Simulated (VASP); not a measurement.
# La (P6_3/mmc) in VASP: single point with r2SCAN

Aim: the single point of La with r2SCAN.

Program: VASP 6.6.1. These are calculated values, not measurements. Logs are shortened: lines on timing, memory, paths and dates and some standing lists are left out, and cuts for length are marked.

### Step 1. The cell of the first run

It takes space group P6_3/mmc (No. 194, hexagonal). The conventional cell has a = 3.796 Å, b = 3.796 Å, c = 12.041 Å, α = 90.00°, β = 90.00°, γ = 120.00°. La (site symmetry -3m) has 12 La at 3.72 to 3.80 Å within 4.9 Å. Within 4.9 Å of La (site symmetry -6m2) lie 12 La at 3.72 to 3.80 Å.

### Step 2. Single point, r2SCAN

POSCAR reads:

```
La
1.0
    3.7963114957      0.0000000000      0.0000000000
   -1.8981557479      3.2877021960      0.0000000000
    0.0000000000      0.0000000000     12.0412575300
La
4
Direct
    0.0000000000      0.0000000000      0.0000000000
    0.0000000000      0.0000000000      0.5000000000
    0.3333333333      0.6666666667      0.2500000000
    0.6666666667      0.3333333333      0.7500000000
```

INCAR.step1 reads:

```
ALGO = Normal
EDIFF = 1E-4
ENCUT = 520
GGA = PE
ISMEAR = -1
LASPH = T
LCHARG = F
LREAL = F
LWAVE = T
NBANDS = 30
NELM = 100
PREC = Accurate
SIGMA = 0.03
```

INCAR.step2 reads:

```
ALGO = Normal
EDIFF = 1E-6
ENCUT = 520
ISIF = 2
ISMEAR = -1
ISTART = 1
LASPH = T
LCHARG = F
LMIXTAU = T
LREAL = F
LWAVE = F
METAGGA = R2SCAN
NBANDS = 30
NELM = 100
PREC = Accurate
SIGMA = 0.03
```

KPOINTS reads:

```
k-points
0
Gamma
  11 11 3
```

Potentials or basis: VASP PAW PBE potentials, release 64 (La).

On the command line:

```console
$ cat potpaw_PBE.64/La/POTCAR > POTCAR
$ cp INCAR.step1 INCAR
$ mpirun -np 1 vasp_std > vasp.out
$ cp INCAR.step2 INCAR
$ mpirun -np 1 vasp_std > vasp.out
```

OUTCAR:

```text
EDIFF = 1E-6
   ENCUT = 520
   ISIF = 2
   ISMEAR = -1
   ISTART = 1
   LASPH = T
   LREAL = F
   METAGGA = R2SCAN
   NELM = 100
   PREC = Accurate

 ion  position               nearest neighbor table
   1  0.000  0.000  0.000-
   2  0.000  0.000  0.500-
   3  0.333  0.667  0.250-
   4  0.667  0.333  0.750-

  LATTYP: Found a hexagonal cell.
 ALAT       =     3.7963114957
 C/A-ratio  =     3.1718307477

  Lattice vectors:

 A1 = (   3.7963114957,   0.0000000000,   0.0000000000)
 A2 = (  -1.8981557479,   3.2877021960,   0.0000000000)
 A3 = (   0.0000000000,   0.0000000000,  12.0412575300)

Analysis of symmetry for initial positions (statically):
=====================================================================
 Subroutine PRICEL returns:
 Original cell was already a primitive cell.

 Routine SETGRP: Setting up the symmetry group for a
 hexagonal supercell.

 Subroutine GETGRP returns: Found 24 space group operations
 (whereof 12 operations were pure point group operations)
 out of a pool of 24 trial point group operations.

The static configuration has the point symmetry D_3d.
 The point group associated with its full space group is D_6h.

Analysis of symmetry for dynamics (positions and initial velocities):
=====================================================================
 Subroutine PRICEL returns:
 Original cell was already a primitive cell.

 Routine SETGRP: Setting up the symmetry group for a
 hexagonal supercell.

 Subroutine GETGRP returns: Found 24 space group operations
 (whereof 12 operations were pure point group operations)
 out of a pool of 24 trial point group operations.

The dynamic configuration has the point symmetry D_3d.
 The point group associated with its full space group is D_6h.

 Subroutine INISYM returns: Found 24 space group operations
 (whereof 12 operations are pure point group operations),
 and found     1 'primitive' translations

----------------------------------------------------------------------------------------

                                     Primitive cell

  volume of cell :     150.2886

  direct lattice vectors                    reciprocal lattice vectors
     3.796311496  0.000000000  0.000000000     0.263413580  0.152081901  0.000000000
    -1.898155748  3.287702196  0.000000000     0.000000000  0.304163802  0.000000000
     0.000000000  0.000000000 12.041257530     0.000000000  0.000000000  0.083047804

  length of vectors
     3.796311496  3.796311496 12.041257530     0.304163802  0.304163802  0.083047804

  position of ions in fractional coordinates (direct lattice)
     0.000000000  0.000000000  0.000000000
     0.000000000  0.000000000  0.500000000
     0.333333333  0.666666667  0.250000000
     0.666666667  0.333333333  0.750000000

  ion indices of the primitive-cell ions
   primitive index   ion index
                 1           1
                 2           2
                 3           3
                 4           4

----------------------------------------------------------------------------------------

 KPOINTS: k-points

Automatic generation of k-mesh.
 Grid dimensions read from file:
 generate k-points for:   11   11    3

 Generating k-lattice:

  Cartesian coordinates                     Fractional coordinates (reciprocal lattice)
     0.023946689  0.013825627  0.000000000     0.090909091  0.000000000  0.000000000
     0.000000000  0.027651255  0.000000000     0.000000000  0.090909091  0.000000000
     0.000000000  0.000000000  0.027682601     0.000000000  0.000000000  0.333333333

  Length of vectors
     0.027651255  0.027651255  0.027682601

  Shift w.r.t. Gamma in fractional coordinates (k-lattice)
     0.000000000  0.000000000  0.000000000

 Subroutine IBZKPT returns following result:
 ===========================================

 Found     32 irreducible k-points:

 Following reciprocal coordinates:
            Coordinates               Weight
  0.000000  0.000000  0.000000      1.000000
  0.090909 -0.000000  0.000000      6.000000
  0.181818 -0.000000  0.000000      6.000000
  0.272727 -0.000000  0.000000      6.000000
  0.363636 -0.000000  0.000000      6.000000
  0.454545 -0.000000  0.000000      6.000000
[... 16 lines left out ...]
  0.090909  0.090909  0.333333     12.000000
  0.181818  0.090909  0.333333     24.000000
 [... further k-points ...]
   k-points           NKPTS =     32   k-points in BZ     NKDIM =     32   number of bands    NBANDS=     30
   number of dos      NEDOS =    301   number of ions     NIONS =      4
   total plane-waves  NPLWV =  70560
   dimension x,y,z NGX =    28 NGY =   28 NGZ =   90
   dimension x,y,z NGXF=    56 NGYF=   56 NGZF=  180
   ions per type =               4
   NGX,Y,Z   is equivalent  to a cutoff of  12.26, 12.26, 12.43 a.u.
   NGXF,Y,Z  is equivalent  to a cutoff of  24.52, 24.52, 24.85 a.u.
 SYSTEM =  unknown system
   PREC   = accura    normal or accurate (medium, high low for compatibility)
   ISTART =      1    job   : 0-new  1-cont  2-samecut
   ICHARG =      0    charge: 1-file 2-atom 10-const
   ISPIN  =      1    spin polarized calculation?
   LNONCOLLINEAR =      F non collinear calculations
   LSORBIT =      F    spin-orbit coupling
   LASPH  =      T    aspherical Exc in radial PAW
   ENCUT  =  520.0 eV  38.22 Ry    6.18 a.u.   7.06  7.06 22.39*2*pi/ulx,y,z
   NELM   =    100;   NELMIN=  2; NELMDL=  0     # of ELM steps
   EDIFF  = 0.1E-05   stopping-criterion for ELM
   LREAL  =      F    real-space projection
[... 7 lines left out ...]
   TEBEG  =    0.0;   TEEND  =   0.0 temperature during run
   PSTRESS=    0.0 pullay stress
   NELECT =      44.0000    total number of electrons
   NUPDOWN=      -1.0000    fix difference up-down
   EMIN   =  10.00;   EMAX   =-10.00  energy-range for DOS
   EFERMI =   0.00;   METHOD = LEGACY
   ISMEAR =    -1;   SIGMA  =   0.03  broadening in eV -4-tet -1-fermi 0-gaus
   EFERMI_NEDOS =   21; number of points for ismear=-14 and -15
   IALGO  =     38    algorithm
   IMIX   =      4    mixing-type and parameters
     AMIX     =   0.40;   BMIX     =  1.00
     AMIX_MAG =   1.60;   BMIX_MAG =  1.00
  volume/ion in A,a.u.               =      37.57       253.55
  Fermi-wavevector in a.u.,A,eV,Ry     =   1.087052  2.054231 16.077762  1.181682
  Thomas-Fermi vector in A             =   2.223203
   LORBIT       =      0    0 simple, 1 ext, 2 COOP (PROOUT), +10 PAW based schemes
   METAGGA = R2SCAN    functional components
   LHFCALC =     F    Hartree Fock is set to
   AEXX    =    0.0000 exact exchange contribution
   IVDW    =     0    specifies the selected vdW correction
   LEPSILON=     F    determine dielectric tensor
   LRPA    =     F    only Hartree local field effects (RPA)
 non-spin polarized calculation
  energy-cutoff  :      520.00
  volume of cell :      150.29
 maximum number of plane-waves:      4068
   NGX = 15   NGY = 15   NGZ = 45

 number of electron      43.9999997 magnetization

 Free energy of the ion-electron system (eV)
  ---------------------------------------------------
  ext. energy  EPLUGINS =         0.00000000
  ---------------------------------------------------
  free energy    TOTEN  =      -118.98184092 eV

  energy without entropy =     -118.96582634  energy(sigma->0) =     -118.97383363

 E-fermi :   7.8607     XC(G=0): -10.1642

 val. band max:        7.8421823187   @ k =   0.3636   0.1818   0.0000
 cond. band min:       7.8672627207   @ k =   0.2727   0.1818   0.3333
 fundamental gap:      0.0250804019
 Fermi energy:         7.8606671717

 k-point     1 :       0.0000    0.0000    0.0000
  band No.  band energies     occupation
      1     -26.2351      2.00000
      2     -26.1324      2.00000
      3     -26.1147      2.00000
      4     -26.0081      2.00000
      5     -10.1973      2.00000
      6      -9.5152      2.00000
[... 22 lines left out ...]
     29       9.4984      0.00000
     30       9.5051      0.00000

 k-point     2 :       0.0909   -0.0000    0.0000
  band No.  band energies     occupation
      1     -26.2218      2.00000
      2     -26.1229      2.00000
      3     -26.1052      2.00000
      4     -26.0026      2.00000
      5     -10.1621      2.00000
      6      -9.5295      2.00000
[... 22 lines left out ...]
     29       9.5907      0.00000
     30       9.6146      0.00000

 k-point     3 :       0.1818   -0.0000    0.0000
  band No.  band energies     occupation
      1     -26.1851      2.00000
      2     -26.0972      2.00000
      3     -26.0794      2.00000
      4     -25.9887      2.00000
      5     -10.0622      2.00000
      6      -9.6012      2.00000
[... 22 lines left out ...]
     29       9.5639      0.00000
     30       9.6288      0.00000

 k-point     4 :       0.2727   -0.0000    0.0000
  band No.  band energies     occupation
      1     -26.1339      2.00000
      2     -26.0632      2.00000
      3     -26.0454      2.00000
      4     -25.9730      2.00000
      5      -9.9283      2.00000
      6      -9.7731      2.00000
[... 22 lines left out ...]
     29       9.4142      0.00000
     30       9.7568      0.00000

 k-point     5 :       0.3636   -0.0000    0.0000
  band No.  band energies     occupation
      1     -26.0815      2.00000
      2     -26.0316      2.00000
      3     -26.0139      2.00000
      4     -25.9632      2.00000
      5      -9.9828      2.00000
      6      -9.9786      2.00000
[... 22 lines left out ...]
     29       9.5723      0.00000
     30       9.7186      0.00000
[... 526 lines left out ...]
     29       9.5867      0.00000
     30       9.6290      0.00000

 k-point    22 :       0.4545   -0.0000    0.3333
  band No.  band energies     occupation
      1     -26.0396      2.00000
      2     -26.0257      2.00000
      3     -25.9819      2.00000
      4     -25.9678      2.00000
      5     -10.0738      2.00000
      6     -10.0479      2.00000
[... 22 lines left out ...]
     29       9.5698      0.00000
     30       9.8398      0.00000

 k-point    23 :       0.0909    0.0909    0.3333
  band No.  band energies     occupation
      1     -26.1836      2.00000
      2     -26.1476      2.00000
      3     -26.0445      2.00000
      4     -26.0069      2.00000
      5     -10.0251      2.00000
      6      -9.8335      2.00000
[... 22 lines left out ...]
     29       9.5459      0.00000
     30       9.5886      0.00000

 k-point    24 :       0.1818    0.0909    0.3333
  band No.  band energies     occupation
      1     -26.1415      2.00000
      2     -26.1106      2.00000
      3     -26.0219      2.00000
      4     -25.9900      2.00000
      5      -9.9354      2.00000
      6      -9.8338      2.00000
[... 22 lines left out ...]
     29       9.5697      0.00000
     30       9.6886      0.00000

 [... further k-points ...]
[... 5 lines left out ...]
  --------------------------------------------------------------------------------------
  -------------------------------------------------------------------------------------
  Total       -0.1412316     -0.1412316      0.0037419      0.0000000      0.0000000     -0.0000000
  in kB       -1.5056236     -1.5056236      0.0398909      0.0000000      0.0000000     -0.0000000
  external PRESSURE =      -0.9904521 kB  Pullay stress =       0.0000000 kB

 VOLUME and BASIS-vectors are now :
 -----------------------------------------------------------------------------
  energy-cutoff  :      520.00
  volume of cell :      150.29
      direct lattice vectors                 reciprocal lattice vectors
     3.796311496  0.000000000  0.000000000     0.263413580  0.152081901  0.000000000
    -1.898155748  3.287702196  0.000000000     0.000000000  0.304163802  0.000000000
     0.000000000  0.000000000 12.041257530     0.000000000  0.000000000  0.083047804

 POSITION                                       TOTAL-FORCE (eV/Angst)
 -----------------------------------------------------------------------------------
      0.00000      0.00000      0.00000         0.000000      0.000000      0.000000
      0.00000      0.00000      6.02063         0.000000      0.000000      0.000000
     -0.00000      2.19180      3.01031         0.000000      0.000000     -0.000000
      1.89816      1.09590      9.03094        -0.000000      0.000000      0.000000
 -----------------------------------------------------------------------------------
    total drift:                               -0.000000     -0.000000      0.000000

  FREE ENERGIE OF THE ION-ELECTRON SYSTEM (eV)
  ---------------------------------------------------
  free  energy   TOTEN  =      -118.9818409176 eV

  energy  without entropy=     -118.9658263374  energy(sigma->0) =     -118.97383363
```

It took 14 min on 1 thread of Intel Xeon Platinum 8488C (Sapphire Rapids), shared host; peak memory 0.35 GiB.

Results:

```yaml
Free_energy: -118.9818 eV
Pressure: -0.1 GPa
Band_gap_on_the_k_mesh: zero (bands 22 and 23 overlap by 1.26 eV)
```

Caveat: the PAW data sets were made with another functional, which shifts forces and pressure a little; spin-orbit coupling is left out, which moves the levels of the heavy elements.

The gap in the log of VASP goes by the Fermi energy; the results here count the filled bands.